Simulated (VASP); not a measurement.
# La (Pm-3n) in VASP: a series of runs

La is run at these levels: LDA; tasks: single point.

Everything below comes from runs of VASP 6.6.1. Logs are shortened: lines on timing, memory, paths and dates and some standing lists are left out, and cuts for length are marked.

## 1. The cell of the first run

The structure is cubic, space group Pm-3n (No. 223). Conventional cell: a = 6.354 Å, b = 6.354 Å, c = 6.354 Å, α = 90.00°, β = 90.00°, γ = 90.00°. La (site symmetry m-3) has 12 La at 3.55 Å within 4.7 Å. Within 4.2 Å of La (site symmetry -4m2) lie 14 La at 3.18 to 3.89 Å.

## 2. Single point, LDA

The input, INCAR:

```
SYSTEM = La
PREC = Accurate ; ENCUT = 520
EDIFF = 1E-6 ; ISMEAR = -1
SIGMA = 0.1 ; LREAL = .False.
LASPH = .True. ; NELM = 80
ALGO = Normal ; ISIF = 2
LWAVE = .False. ; LCHARG = .True.
LELF = .True. ; LVHAR = .True.
NBANDS = 54
```

The input, KPOINTS:

```
Automatic mesh
0
Gamma
  4 4 4
  0 0 0
```

The input, POSCAR:

```
La
1.0
    6.3540499224      0.0000000000      0.0000000000
    0.0000000000      6.3540499224      0.0000000000
    0.0000000000      0.0000000000      6.3540499224
La
8
Direct
    0.0000000000      0.0000000000      1.0000000000
    0.5000000000      0.5000000000      0.5000000000
    0.2500000000      0.0000000000      0.5000000000
    0.7500000000      1.0000000000      0.5000000000
    0.5000000000      0.2500000000      0.0000000000
    0.5000000000      0.7500000000      0.0000000000
    1.0000000000      0.5000000000      0.2500000000
    1.0000000000      0.5000000000      0.7500000000
```

Potentials or basis: VASP PAW LDA potentials, release 64 (La).

Started as:

```bash
$ cat potpaw_LDA.64/La/POTCAR > POTCAR
$ mpirun -np 1 vasp_std > vasp.out
```

OUTCAR:

```text
SYSTEM = La
   PREC = Accurate
   ENCUT = 520
   EDIFF = 1E-6
   ISMEAR = -1
   LREAL = .False.
   LASPH = .True.
   NELM = 80
   ISIF = 2

 ion  position               nearest neighbor table
   1  0.000  0.000  0.000-   3 3.55   4 3.55   5 3.55   6 3.55   7 3.55   8 3.55   3 3.55   4 3.55
                             7 3.55   8 3.55   5 3.55   6 3.55
   2  0.500  0.500  0.500-   3 3.55   4 3.55   5 3.55   6 3.55   7 3.55   8 3.55   5 3.55   6 3.55
                             3 3.55   4 3.55   7 3.55   8 3.55
   3  0.250  0.000  0.500-   4 3.18   4 3.18   1 3.55   1 3.55   2 3.55   2 3.55
   4  0.750  0.000  0.500-   3 3.18   3 3.18   1 3.55   1 3.55   2 3.55   2 3.55
   5  0.500  0.250  0.000-   6 3.18   6 3.18   1 3.55   2 3.55   2 3.55   1 3.55
   6  0.500  0.750  0.000-   5 3.18   5 3.18   1 3.55   2 3.55   2 3.55   1 3.55
   7  0.000  0.500  0.250-   8 3.18   8 3.18   1 3.55   2 3.55   1 3.55   2 3.55
   8  0.000  0.500  0.750-   7 3.18   7 3.18   1 3.55   2 3.55   1 3.55   2 3.55

  LATTYP: Found a simple cubic cell.
 ALAT       =     6.3540499224

  Lattice vectors:

 A1 = (   6.3540499224,   0.0000000000,   0.0000000000)
 A2 = (   0.0000000000,   6.3540499224,   0.0000000000)
 A3 = (   0.0000000000,   0.0000000000,   6.3540499224)

Analysis of symmetry for initial positions (statically):
=====================================================================
 Subroutine PRICEL returns:
 Original cell was already a primitive cell.

 Routine SETGRP: Setting up the symmetry group for a
 simple cubic supercell.

 Subroutine GETGRP returns: Found 48 space group operations
 (whereof 24 operations were pure point group operations)
 out of a pool of 48 trial point group operations.

The static configuration has the point symmetry T_h .
 The point group associated with its full space group is O_h .

Analysis of symmetry for dynamics (positions and initial velocities):
=====================================================================
 Subroutine PRICEL returns:
 Original cell was already a primitive cell.

 Routine SETGRP: Setting up the symmetry group for a
 simple cubic supercell.

 Subroutine GETGRP returns: Found 48 space group operations
 (whereof 24 operations were pure point group operations)
 out of a pool of 48 trial point group operations.

The dynamic configuration has the point symmetry T_h .
 The point group associated with its full space group is O_h .

 Subroutine INISYM returns: Found 48 space group operations
 (whereof 24 operations are pure point group operations),
 and found     1 'primitive' translations

----------------------------------------------------------------------------------------

                                     Primitive cell

  volume of cell :     256.5381

  direct lattice vectors                    reciprocal lattice vectors
     6.354049922  0.000000000  0.000000000     0.157379941  0.000000000  0.000000000
     0.000000000  6.354049922  0.000000000     0.000000000  0.157379941  0.000000000
     0.000000000  0.000000000  6.354049922     0.000000000  0.000000000  0.157379941

  length of vectors
     6.354049922  6.354049922  6.354049922     0.157379941  0.157379941  0.157379941

  position of ions in fractional coordinates (direct lattice)
     0.000000000  0.000000000  0.000000000
     0.500000000  0.500000000  0.500000000
     0.250000000  0.000000000  0.500000000
     0.750000000  0.000000000  0.500000000
     0.500000000  0.250000000  0.000000000
     0.500000000  0.750000000  0.000000000
     0.000000000  0.500000000  0.250000000
     0.000000000  0.500000000  0.750000000

  ion indices of the primitive-cell ions
   primitive index   ion index
                 1           1
                 2           2
                 3           3
                 4           4
                 5           5
                 6           6
                 7           7
                 8           8

----------------------------------------------------------------------------------------

 KPOINTS: Automatic mesh

Automatic generation of k-mesh.
 Grid dimensions read from file:
 generate k-points for:    4    4    4

 Generating k-lattice:

  Cartesian coordinates                     Fractional coordinates (reciprocal lattice)
     0.039344985  0.000000000  0.000000000     0.250000000  0.000000000  0.000000000
     0.000000000  0.039344985  0.000000000     0.000000000  0.250000000  0.000000000
     0.000000000  0.000000000  0.039344985     0.000000000  0.000000000  0.250000000

  Length of vectors
     0.039344985  0.039344985  0.039344985

  Shift w.r.t. Gamma in fractional coordinates (k-lattice)
     0.000000000  0.000000000  0.000000000

 Subroutine IBZKPT returns following result:
 ===========================================

 Found     10 irreducible k-points:

 Following reciprocal coordinates:
            Coordinates               Weight
  0.000000  0.000000  0.000000      1.000000
  0.250000  0.000000  0.000000      6.000000
  0.500000  0.000000  0.000000      3.000000
  0.250000  0.250000  0.000000     12.000000
  0.500000  0.250000  0.000000     12.000000
  0.500000  0.500000  0.000000      3.000000
  0.250000  0.250000  0.250000      8.000000
  0.500000  0.250000  0.250000     12.000000
  0.500000  0.500000  0.250000      6.000000
  0.500000  0.500000  0.500000      1.000000
   k-points           NKPTS =     10   k-points in BZ     NKDIM =     10   number of bands    NBANDS=     54
   number of dos      NEDOS =    301   number of ions     NIONS =      8
   total plane-waves  NPLWV = 110592
   dimension x,y,z NGX =    48 NGY =   48 NGZ =   48
   dimension x,y,z NGXF=    96 NGYF=   96 NGZF=   96
   ions per type =               8
   NGX,Y,Z   is equivalent  to a cutoff of  12.56, 12.56, 12.56 a.u.
   NGXF,Y,Z  is equivalent  to a cutoff of  25.12, 25.12, 25.12 a.u.
 SYSTEM =  La
   PREC   = accura    normal or accurate (medium, high low for compatibility)
   ISTART =      0    job   : 0-new  1-cont  2-samecut
   ICHARG =      2    charge: 1-file 2-atom 10-const
   ISPIN  =      1    spin polarized calculation?
   LNONCOLLINEAR =      F non collinear calculations
   LSORBIT =      F    spin-orbit coupling
   LASPH  =      T    aspherical Exc in radial PAW
   ENCUT  =  520.0 eV  38.22 Ry    6.18 a.u.  11.81 11.81 11.81*2*pi/ulx,y,z
   NELM   =     80;   NELMIN=  2; NELMDL= -5     # of ELM steps
   EDIFF  = 0.1E-05   stopping-criterion for ELM
   LREAL  =      F    real-space projection
   EDIFFG = 0.1E-04   stopping-criterion for IOM
   NSW    =      0    number of steps for IOM
   IBRION =     -1    ionic relax: 0-MD 1-quasi-New 2-CG
   NFREE  =      0    steps in history (QN), initial steepest desc. (CG)
   ISIF   =      2    stress and relaxation
   ISYM   =      2    0-nonsym 1-usesym 2-fastsym
   POTIM  = 0.5000    time-step for ionic-motion
   TEBEG  =    0.0;   TEEND  =   0.0 temperature during run
   PSTRESS=    0.0 pullay stress
   NELECT =      88.0000    total number of electrons
   NUPDOWN=      -1.0000    fix difference up-down
   EMIN   =  10.00;   EMAX   =-10.00  energy-range for DOS
   EFERMI =   0.00;   METHOD = LEGACY
   ISMEAR =    -1;   SIGMA  =   0.10  broadening in eV -4-tet -1-fermi 0-gaus
   EFERMI_NEDOS =   21; number of points for ismear=-14 and -15
   IALGO  =     38    algorithm
   IMIX   =      4    mixing-type and parameters
     AMIX     =   0.40;   BMIX     =  1.00
     AMIX_MAG =   1.60;   BMIX_MAG =  1.00
  volume/ion in A,a.u.               =      32.07       216.40
  Fermi-wavevector in a.u.,A,eV,Ry     =   1.146001  2.165628 17.868789  1.313319
  Thomas-Fermi vector in A             =   2.282687
   LORBIT       =      0    0 simple, 1 ext, 2 COOP (PROOUT), +10 PAW based schemes
   GGA     = CA    functional components
   LHFCALC =     F    Hartree Fock is set to
   AEXX    =    0.0000 exact exchange contribution
   IVDW    =     0    specifies the selected vdW correction
   LEPSILON=     F    determine dielectric tensor
   LRPA    =     F    only Hartree local field effects (RPA)
 non-spin polarized calculation
  energy-cutoff  :      520.00
  volume of cell :      256.54
 maximum number of plane-waves:      6968
 NGX is ok and might be reduce to    48
   NGX = 23   NGY = 23   NGZ = 23

 number of electron      87.9999985 magnetization

 Free energy of the ion-electron system (eV)
  ---------------------------------------------------
  ext. energy  EPLUGINS =         0.00000000
  ---------------------------------------------------
  free energy    TOTEN  =       -44.04347632 eV

  energy without entropy =      -43.58378888  energy(sigma->0) =      -43.81363260

 E-fermi :   9.0590     XC(G=0): -10.3606

 val. band max:        9.0514613147   @ k =   0.5000   0.5000   0.0000
 cond. band min:       9.0597569656   @ k =   0.5000   0.5000   0.0000
 fundamental gap:      0.0082956508
 Fermi energy:         9.0589725680

 k-point     1 :       0.0000    0.0000    0.0000
  band No.  band energies     occupation
      1     -23.5042      2.00000
      2     -23.2540      2.00000
      3     -23.2540      2.00000
      4     -23.1477      2.00000
      5     -23.0219      2.00000
      6     -22.9210      2.00000
[... 46 lines left out ...]
     53      10.2618      0.00001
     54      10.2658      0.00001

 k-point     2 :       0.2500    0.0000    0.0000
  band No.  band energies     occupation
      1     -23.4620      2.00000
      2     -23.2766      2.00000
      3     -23.2196      2.00000
      4     -23.1524      2.00000
      5     -23.0357      2.00000
      6     -22.9651      2.00000
[... 46 lines left out ...]
     53      10.2552      0.00001
     54      10.2837      0.00001
[... 397 lines left out ...]
     53      10.5046      0.00000
     54      10.5192      0.00000

 k-point    10 :       0.5000    0.5000    0.5000
  band No.  band energies     occupation
      1     -23.1493      2.00000
      2     -23.1493      2.00000
      3     -23.1164      2.00000
      4     -23.1164      2.00000
      5     -23.1164      2.00000
      6     -23.1164      2.00000
[... 46 lines left out ...]
     53      10.5896      0.00000
     54      10.5931      0.00000

------------------------ aborting loop because EDIFF is reached ----------------------------------------

  FORCE on cell =-STRESS in cart. coord.  units (eV):
  Direction    XX          YY          ZZ          XY          YZ          ZX
  --------------------------------------------------------------------------------------
  -------------------------------------------------------------------------------------
  Total       -0.1736863     -0.1736863     -0.1736863     -0.0000000     -0.0000000      0.0000000
  in kB       -1.0847367     -1.0847367     -1.0847367     -0.0000000     -0.0000000      0.0000000
  external PRESSURE =      -1.0847367 kB  Pullay stress =       0.0000000 kB

 VOLUME and BASIS-vectors are now :
 -----------------------------------------------------------------------------
  energy-cutoff  :      520.00
  volume of cell :      256.54
      direct lattice vectors                 reciprocal lattice vectors
     6.354049922  0.000000000  0.000000000     0.157379941  0.000000000  0.000000000
     0.000000000  6.354049922  0.000000000     0.000000000  0.157379941  0.000000000
     0.000000000  0.000000000  6.354049922     0.000000000  0.000000000  0.157379941

 POSITION                                       TOTAL-FORCE (eV/Angst)
 -----------------------------------------------------------------------------------
      0.00000      0.00000      0.00000         0.000000      0.000000     -0.000000
      3.17702      3.17702      3.17702         0.000000      0.000000     -0.000000
      1.58851      0.00000      3.17702         0.000000      0.000000     -0.000000
      4.76554      0.00000      3.17702        -0.000000     -0.000000      0.000000
      3.17702      1.58851      0.00000         0.000000      0.000000      0.000000
      3.17702      4.76554      0.00000        -0.000000      0.000000     -0.000000
      0.00000      3.17702      1.58851        -0.000000      0.000000     -0.000000
      0.00000      3.17702      4.76554         0.000000     -0.000000     -0.000000
 -----------------------------------------------------------------------------------
    total drift:                                0.000000     -0.000000      0.000000

  FREE ENERGIE OF THE ION-ELECTRON SYSTEM (eV)
  ---------------------------------------------------
  free  energy   TOTEN  =       -44.0434763165 eV

  energy  without entropy=      -43.5837888809  energy(sigma->0) =      -43.81363260
```

Wall time 6.5 min (1 thread of AMD EPYC 7R43 (Zen 3), shared host); peak memory 0.28 GiB.

Results:

* Free energy: -44.0435 eV
* Pressure: -0.1 GPa
* Band gap on the k mesh: zero (bands 44 and 45 overlap by 0.19 eV)

Levels at points of the mesh, in eV from the Fermi level:
```tsv
k point	band 40	band 41	band 42	band 43	band 44	band 45	band 46	band 47	band 48	band 49
(0.00, 0.00, 0.00)	-0.41	-0.35	-0.34	-0.34	-0.34	0.47	0.47	0.47	0.73	0.74
(0.50, 0.00, 0.00)	-0.73	-0.50	-0.50	-0.38	-0.38	0.52	0.52	0.62	0.62	0.67
(0.50, 0.50, 0.00)	-0.17	-0.13	-0.06	-0.06	-0.01	0.00	0.43	0.46	0.46	0.50
(0.50, 0.50, 0.50)	-0.51	-0.51	-0.51	0.08	0.08	0.14	0.14	0.14	0.14	0.14
```

Caveat: spin-orbit coupling is left out, which moves the levels of the heavy elements.

## 3. Single point, LDA

The input, INCAR:

```
  ALGO = Normal
  EDIFF = 1E-6
  ENCUT = 520
  GGA = CA
  ISIF = 2
  ISMEAR = -1
  LASPH = T
  LCHARG = F
  LREAL = F
  LWAVE = F
  NBANDS = 54
  NELM = 60
  PREC = Accurate
  SIGMA = 0.1
```

The input, KPOINTS:

```
k-points
0
Gamma
  6 6 6
```

POSCAR is that of step 2.

Potentials or basis: VASP PAW LDA potentials, release 64 (La).

Started as:

```bash
$ cat potpaw_LDA.64/La/POTCAR > POTCAR
$ mpirun -np 1 vasp_std > vasp.out
```

Wall time 14 min (1 thread of AMD EPYC 7R43 (Zen 3), shared host); peak memory 0.36 GiB.

The run converged. Its results:

```yaml
Free_energy: -44.0764 eV
Pressure: -0.3 GPa
Band_gap_on_the_k_mesh: zero (bands 44 and 45 overlap by 0.15 eV)
```

Levels at points of the mesh, in eV from the Fermi level:
| k point | band 41 | band 42 | band 43 | band 44 | band 45 | band 46 | band 47 | band 48 |
| --- | --- | --- | --- | --- | --- | --- | --- | --- |
| (0.00, 0.00, 0.00) | -0.35 | -0.34 | -0.34 | -0.34 | 0.47 | 0.47 | 0.47 | 0.73 |
| (0.50, 0.00, 0.00) | -0.50 | -0.50 | -0.39 | -0.39 | 0.52 | 0.52 | 0.62 | 0.62 |
| (0.50, 0.50, 0.00) | -0.13 | -0.07 | -0.07 | -0.01 | 0.00 | 0.42 | 0.46 | 0.46 |
| (0.50, 0.50, 0.50) | -0.52 | -0.52 | 0.08 | 0.08 | 0.14 | 0.14 | 0.14 | 0.14 |

Caveat: spin-orbit coupling is left out, which moves the levels of the heavy elements.
